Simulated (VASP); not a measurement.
# Hf4HS8 (a cell with a defect) in VASP: single point with PBE+D3(BJ)

Aim: the single point of Hf4HS8 (a cell with a defect) with PBE+D3(BJ).

Everything below comes from runs of VASP 6.6.1. Logs are shortened: lines on timing, memory, paths and dates and some standing lists are left out, and cuts for length are marked.

### Step 1. The cell of the first run

The cell holds a defect, 13 atoms: a = 6.804 Å, b = 6.804 Å, c = 7.212 Å, α = 105.36°, β = 105.36°, γ = 116.00°.

### Step 2. Single point, PBE+D3(BJ)

Input file INCAR:

```
SYSTEM = Hf4HS8
ALGO = Normal ; EDIFF = 1E-6
ENCUT = 520 ; GGA = PE
ISIF = 2 ; ISMEAR = 0
IVDW = 12 ; LASPH = .True.
LCHARG = .False. ; LREAL = .False.
LWAVE = .False. ; NBANDS = 56
NELECT = 90.0 ; NELM = 60
PREC = Accurate ; SIGMA = 0.02
```

Input file KPOINTS:

```
k-points
0
Gamma
  3 3 3
  0 0 0
```

Input file POSCAR:

```
Hf4HS8
1.0
    3.6058628313      0.0000000000     -5.7703876582
    3.6058628313      0.0000000000      5.7703876582
   -3.6058628313     -6.2455376290      0.0000000000
Hf S H
4 8 1
Direct
    0.5106240559      0.5122906684      0.0055324300
    0.9936696630     -0.0045031360      0.0055378739
    0.4993034925      0.4996627404      0.4984696570
    0.9917225748     -0.0027483932      0.4884778831
    0.7958135416      0.5408069308      0.3337664624
    0.2933665573      0.0384013648      0.3337230714
    0.7946263817      0.5388385408      0.8329436646
    0.2877927307      0.0434940660      0.8309081313
    0.6985559164      0.9674690453      0.1656012759
    0.2072189792      0.4578472014      0.1645102569
    0.7074433139      0.9606361818      0.6671576168
    0.2070536537      0.4601957451      0.6671833952
    0.4008785508     -0.0806714186      0.8205359257
```

Potentials or basis: VASP PAW PBE potentials, release 64 (Hf_pv, S, H).

Command:

```sh
$ cat potpaw_PBE.64/Hf_pv/POTCAR potpaw_PBE.64/S/POTCAR potpaw_PBE.64/H/POTCAR > POTCAR
$ mpirun -np 1 vasp_std > vasp.out
```

OUTCAR:

```text
SYSTEM = Hf4HS8
   EDIFF = 1E-6
   ENCUT = 520
   GGA = PE
   ISIF = 2
   ISMEAR = 0
   IVDW = 12
   LASPH = .True.
   LREAL = .False.
   NELECT = 90.0
   NELM = 60
   PREC = Accurate
 IVDW          = 12

 ion  position               nearest neighbor table
   1  0.511  0.512  0.006-   5 2.53   7 2.53   9 2.53  10 2.55  12 2.56   8 2.58   4 3.48   2 3.48
                             3 3.60   3 3.61   2 3.73   4 3.73
   2  0.994  0.995  0.006-   6 2.53   7 2.53   9 2.53  10 2.55  11 2.56   8 2.58   4 3.48   1 3.48
                             3 3.60   3 3.61   1 3.73   4 3.73
   3  0.499  0.500  0.498-  10 2.54  12 2.55  11 2.55   5 2.55   6 2.55   7 2.56   2 3.60   1 3.60
                             4 3.61   4 3.61   1 3.61   2 3.61
   4  0.992  0.997  0.488-   9 2.53   6 2.53   5 2.53  12 2.56  11 2.56   8 2.58   2 3.48   1 3.48
                             3 3.61   3 3.61   2 3.73   1 3.73
   5  0.796  0.541  0.334-   1 2.53   4 2.53   3 2.55
   6  0.293  0.038  0.334-   2 2.53   4 2.53   3 2.55
   7  0.795  0.539  0.833-   1 2.53   2 2.53   3 2.56
   8  0.288  0.043  0.831-  13 1.37   4 2.58   2 2.58   1 2.58
   9  0.699  0.967  0.166-   4 2.53   2 2.53   1 2.53
  10  0.207  0.458  0.165-   3 2.54   2 2.55   1 2.55
  11  0.707  0.961  0.667-   3 2.55   4 2.56   2 2.56
  12  0.207  0.460  0.667-   3 2.55   4 2.56   1 2.56
  13  0.401  0.919  0.821-   8 1.37

  LATTYP: Found a face centered orthorhombic cell.
 ALAT       =     7.2117256626
 B/A-ratio  =     1.6002793029
 C/A-ratio  =     1.7320508076

  Lattice vectors:

 A1 = (   0.0000000000,  -6.2455376290,   5.7703876582)
 A2 = (   3.6058628313,  -6.2455376290,   0.0000000000)
 A3 = (   3.6058628313,   0.0000000000,   5.7703876582)

Analysis of symmetry for initial positions (statically):
=====================================================================
 Subroutine PRICEL returns:
 Original cell was already a primitive cell.

 Routine SETGRP: Setting up the symmetry group for a
 face centered orthorhombic supercell.

 Subroutine GETGRP returns: Found  1 space group operations
 (whereof  1 operations were pure point group operations)
 out of a pool of  8 trial point group operations.

The static configuration has the point symmetry C_1 .

Analysis of symmetry for dynamics (positions and initial velocities):
=====================================================================
 Subroutine PRICEL returns:
 Original cell was already a primitive cell.

 Routine SETGRP: Setting up the symmetry group for a
 face centered orthorhombic supercell.

 Subroutine GETGRP returns: Found  1 space group operations
 (whereof  1 operations were pure point group operations)
 out of a pool of  8 trial point group operations.

The dynamic configuration has the point symmetry C_1 .

 Subroutine INISYM returns: Found  1 space group operations
 (whereof  1 operations are pure point group operations),
 and found     1 'primitive' translations

----------------------------------------------------------------------------------------

                                     Primitive cell

  volume of cell :     259.9046

  direct lattice vectors                    reciprocal lattice vectors
     3.605862831  0.000000000 -5.770387658     0.138663067 -0.080057159 -0.086649291
     3.605862831  0.000000000  5.770387658     0.138663067 -0.080057159  0.086649291
    -3.605862831 -6.245537629  0.000000000     0.000000000 -0.160114318  0.000000000

  length of vectors
     6.804382447  6.804382447  7.211725663     0.182056844  0.182056844  0.160114318

  position of ions in fractional coordinates (direct lattice)
     0.510624056  0.512290668  0.005532430
     0.993669663  0.995496864  0.005537874
     0.499303492  0.499662740  0.498469657
     0.991722575  0.997251607  0.488477883
     0.795813542  0.540806931  0.333766462
     0.293366557  0.038401365  0.333723071
     0.794626382  0.538838541  0.832943665
     0.287792731  0.043494066  0.830908131
     0.698555916  0.967469045  0.165601276
     0.207218979  0.457847201  0.164510257
     0.707443314  0.960636182  0.667157617
     0.207053654  0.460195745  0.667183395
     0.400878551  0.919328581  0.820535926

  ion indices of the primitive-cell ions
   primitive index   ion index
                 1           1
[... 27 lines left out ...]

  Length of vectors
     0.060685615  0.060685615  0.053371439

  Shift w.r.t. Gamma in fractional coordinates (k-lattice)
     0.000000000  0.000000000  0.000000000

 Subroutine IBZKPT returns following result:
 ===========================================

 Found     14 irreducible k-points:

 Following reciprocal coordinates:
            Coordinates               Weight
  0.000000  0.000000  0.000000      1.000000
  0.333333  0.000000 -0.000000      2.000000
  0.000000  0.333333 -0.333333      2.000000
 -0.000000 -0.333333  0.000000      2.000000
 -0.333333 -0.000000  0.333333      2.000000
  0.333333  0.333333 -0.000000      2.000000
  0.333333  0.333333  0.333333      2.000000
 -0.333333  0.333333  0.000000      2.000000
  0.000000  0.000000  0.333333      2.000000
  0.333333  0.000000  0.333333      2.000000
  0.000000  0.333333  0.333333      2.000000
 -0.333333  0.333333  0.333333      2.000000
 -0.333333  0.333333 -0.333333      2.000000
 -0.333333 -0.333333  0.333333      2.000000
   k-points           NKPTS =     14   k-points in BZ     NKDIM =     14   number of bands    NBANDS=     56
   number of dos      NEDOS =    301   number of ions     NIONS =     13
   total plane-waves  NPLWV = 157464
   dimension x,y,z NGX =    54 NGY =   54 NGZ =   54
   dimension x,y,z NGXF=   108 NGYF=  108 NGZF=  108
   ions per type =               4   8   1
   NGX,Y,Z   is equivalent  to a cutoff of  13.19, 13.19, 12.45 a.u.
   NGXF,Y,Z  is equivalent  to a cutoff of  26.39, 26.39, 24.90 a.u.
 SYSTEM =  Hf4HS8
   PREC   = accura    normal or accurate (medium, high low for compatibility)
   ISTART =      0    job   : 0-new  1-cont  2-samecut
   ICHARG =      2    charge: 1-file 2-atom 10-const
   ISPIN  =      1    spin polarized calculation?
   LNONCOLLINEAR =      F non collinear calculations
   LSORBIT =      F    spin-orbit coupling
   LASPH  =      T    aspherical Exc in radial PAW
   ENCUT  =  520.0 eV  38.22 Ry    6.18 a.u.  12.65 12.65 13.41*2*pi/ulx,y,z
   NELM   =     60;   NELMIN=  2; NELMDL= -5     # of ELM steps
   EDIFF  = 0.1E-05   stopping-criterion for ELM
   LREAL  =      F    real-space projection
   EDIFFG = 0.1E-04   stopping-criterion for IOM
   NSW    =      0    number of steps for IOM
   IBRION =     -1    ionic relax: 0-MD 1-quasi-New 2-CG
   NFREE  =      0    steps in history (QN), initial steepest desc. (CG)
   ISIF   =      2    stress and relaxation
   ISYM   =      2    0-nonsym 1-usesym 2-fastsym
   POTIM  = 0.5000    time-step for ionic-motion
   TEBEG  =    0.0;   TEEND  =   0.0 temperature during run
   PSTRESS=    0.0 pullay stress
   NELECT =      90.0000    total number of electrons
   NUPDOWN=      -1.0000    fix difference up-down
   EMIN   =  10.00;   EMAX   =-10.00  energy-range for DOS
   EFERMI =   0.00;   METHOD = LEGACY
   ISMEAR =     0;   SIGMA  =   0.02  broadening in eV -4-tet -1-fermi 0-gaus
   EFERMI_NEDOS =   21; number of points for ismear=-14 and -15
   IALGO  =     38    algorithm
   IMIX   =      4    mixing-type and parameters
     AMIX     =   0.40;   BMIX     =  1.00
     AMIX_MAG =   1.60;   BMIX_MAG =  1.00
  volume/ion in A,a.u.               =      19.99       134.92
  Fermi-wavevector in a.u.,A,eV,Ry     =   1.149611  2.172450 17.981541  1.321606
  Thomas-Fermi vector in A             =   2.286280
   LORBIT       =      0    0 simple, 1 ext, 2 COOP (PROOUT), +10 PAW based schemes
   GGA     = PE    functional components
   LHFCALC =     F    Hartree Fock is set to
   AEXX    =    0.0000 exact exchange contribution
   IVDW    =    12    specifies the selected vdW correction
   LEPSILON=     F    determine dielectric tensor
   LRPA    =     F    only Hartree local field effects (RPA)
 non-spin polarized calculation
 Gauss-broadening in eV      SIGMA  =   0.02
  energy-cutoff  :      520.00
  volume of cell :      259.90
 maximum number of plane-waves:      7055
 NGX is ok and might be reduce to    50
   NGX = 25   NGY = 25   NGZ = 27

 number of electron      90.0000003 magnetization

 Free energy of the ion-electron system (eV)
  ---------------------------------------------------
  ext. energy  EPLUGINS =         0.00000000
  ---------------------------------------------------
  free energy    TOTEN  =       -88.96351253 eV

  energy without entropy =      -88.96351253  energy(sigma->0) =      -88.96351253

 E-fermi :   5.0861     XC(G=0):  -9.9830

 val. band max:        4.9236401357   @ k =  -0.3333   0.3333  -0.3333
 cond. band min:       5.4024598537   @ k =   0.0000   0.0000   0.3333
 fundamental gap:      0.4788197180
 Fermi energy:         5.0860932573

 k-point     1 :       0.0000    0.0000    0.0000
  band No.  band energies     occupation
      1     -26.7937      2.00000
      2     -26.7896      2.00000
      3     -26.7864      2.00000
      4     -26.6378      2.00000
      5     -26.6347      2.00000
      6     -26.6331      2.00000
[... 815 lines left out ...]
     55       7.8478      0.00000
     56       7.9252      0.00000

------------------------ aborting loop because EDIFF is reached ----------------------------------------

 Edisp (eV)   -4.22191

 E8    (eV) :    -1.8053

  FORCE on cell =-STRESS in cart. coord.  units (eV):
  Direction    XX          YY          ZZ          XY          YZ          ZX
  --------------------------------------------------------------------------------------
  -------------------------------------------------------------------------------------
  Total       5.14254     5.18490     9.84804     0.00334     0.15016    -0.01125
  in kB      31.70111    31.96223    60.70807     0.02057     0.92567    -0.06933
  external pressure =       41.46 kB  Pullay stress =        0.00 kB

 VOLUME and BASIS-vectors are now :
 -----------------------------------------------------------------------------
  energy-cutoff  :      520.00
  volume of cell :      259.90
      direct lattice vectors                 reciprocal lattice vectors
     3.605862831  0.000000000 -5.770387658     0.138663067 -0.080057159 -0.086649291
     3.605862831  0.000000000  5.770387658     0.138663067 -0.080057159  0.086649291
    -3.605862831 -6.245537629  0.000000000     0.000000000 -0.160114318  0.000000000

 POSITION                                       TOTAL-FORCE (eV/Angst)
 -----------------------------------------------------------------------------------
      3.66854     -0.03455      0.00962         0.007979     -0.010998      0.014786
      7.15269     -0.03459      0.01054        -0.008727     -0.009328      0.013429
      1.80472     -3.11321      0.00207        -0.000067      0.003447     -0.004748
      5.41058     -3.05081      0.03190        -0.001753      0.019127      0.006886
      3.61615     -2.08455     -1.47149         0.001856     -0.000387      0.060531
     -0.00705     -2.08428     -1.47125         0.000389     -0.000757      0.060856
      1.80481     -5.20218     -1.47600         0.000847      0.003356      0.060167
     -1.80157     -5.18947     -1.40970         0.000100     -0.001968     -0.023550
      5.41032     -1.03427      1.55173        -0.000163     -0.001191     -0.066974
      1.80494     -1.02745      1.44622        -0.000611      0.000165     -0.060699
      3.60919     -4.16676      1.46102         0.000081      0.001239     -0.060897
      0.00024     -4.16692      1.46073        -0.000784      0.000682     -0.060589
      1.80175     -5.12469      2.99166         0.000851     -0.003387      0.060800
 -----------------------------------------------------------------------------------
    total drift:                               -0.000021     -0.000317      0.000623

  FREE ENERGIE OF THE ION-ELECTRON SYSTEM (eV)
  ---------------------------------------------------
  free  energy   TOTEN  =       -93.1854267645 eV

  energy  without entropy=      -93.1854267645  energy(sigma->0) =      -93.18542676
```

Wall time 7 min (1 thread of AMD EPYC 7R13 (Zen 3), shared host); peak memory 0.45 GiB.

What came out:

```
Free energy                : -93.1854 eV
Largest force              : 0.067 eV/Å
Dispersion energy per atom : -0.325 eV
```

Forces on the atoms (eV/Å):
```
Hf   0.008 -0.011  0.015
Hf  -0.009 -0.009  0.013
Hf   0.000  0.003 -0.005
Hf  -0.002  0.019  0.007
S    0.002  0.000  0.061
S    0.000 -0.001  0.061
S    0.001  0.003  0.060
S    0.000 -0.002 -0.024
S    0.000 -0.001 -0.067
S   -0.001  0.000 -0.061
S    0.000  0.001 -0.061
S   -0.001  0.001 -0.061
H    0.001 -0.003  0.061
```

Caveat: the k points lie up to 0.38 Å⁻¹ apart; the cell carries a net charge on a neutralising background, which shifts energy and pressure; the cell is charged against a uniform background, so pressure and absolute levels hang on convention; spin-orbit coupling is left out, which moves the levels of the heavy elements.
